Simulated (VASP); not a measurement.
Crystal: PtSe.

```xyz
2
Lattice="3.7019 0.0000 0.0000 -1.8509 3.2059 0.0000 0.0000 0.0000 3.6128" Properties=species:S:1:pos:R:3 pbc="T T T"
Pt    0.0000    0.0000    0.0000
Se    1.8509    1.0686    1.8064
```

```yaml
Program: VASP 6.6.1
Task: relaxation of cell and atoms
Functional: PBE
Potentials_or_basis: VASP PAW PBE potentials, release 64 (Pt, Se)
Cutoff: 600 eV
k_mesh: 8 × 8 × 7
Occupations: fermi-dirac, width 0.05 eV
Spin: no spin polarisation
```

At the start: pressure -11.5 GPa; volume 21.44 Å³/atom.

Task: How do energy, volume and symmetry change on relaxing?

Result: Over 11 steps the energy falls by 117.4 meV/atom and the volume is 19.26 Å³/atom (-10.1 %); space group P-6m2 (No. 187, to 0.05 Å).

Step by step:
| step | energy change (eV) | largest force (eV/Å) | pressure (GPa) | volume (Å³) |
| --- | --- | --- | --- | --- |
| 1 | 0.0000 | 0.0000 | -11.51 | 42.88 |
| 2 | -0.0055 | 0.0000 | 18.85 | 34.00 |
| 3 | -0.2123 | 0.0000 | -0.11 | 37.97 |
| 4 | -0.2124 | 0.0000 | 0.23 | 37.88 |
| 5 | -0.2157 | 0.0000 | 0.19 | 37.95 |
| 6 | -0.2241 | 0.0000 | 0.09 | 38.15 |
| 7 | -0.2343 | 0.0000 | 0.05 | 38.45 |
| 8 | -0.2342 | 0.0000 | 0.12 | 38.56 |
| 9 | -0.2348 | 0.0000 | 0.07 | 38.50 |
| 10 | -0.2347 | 0.0000 | -0.37 | 38.64 |
| 11 | -0.2348 | 0.0000 | 0.02 | 38.53 |

Final structure:
```cif
data_structure
_symmetry_space_group_name_H-M 'P 1'
_symmetry_Int_Tables_number 1
_cell_length_a 3.7421
_cell_length_b 3.7421
_cell_length_c 3.1768
_cell_angle_alpha 90.000
_cell_angle_beta 90.000
_cell_angle_gamma 120.000
_cell_volume 38.53
loop_
_atom_site_label
_atom_site_type_symbol
_atom_site_fract_x
_atom_site_fract_y
_atom_site_fract_z
_atom_site_occupancy
Pt1 Pt 0.00000 0.00000 0.00000 1
Se1 Se 0.66667 0.33333 0.50000 1
```
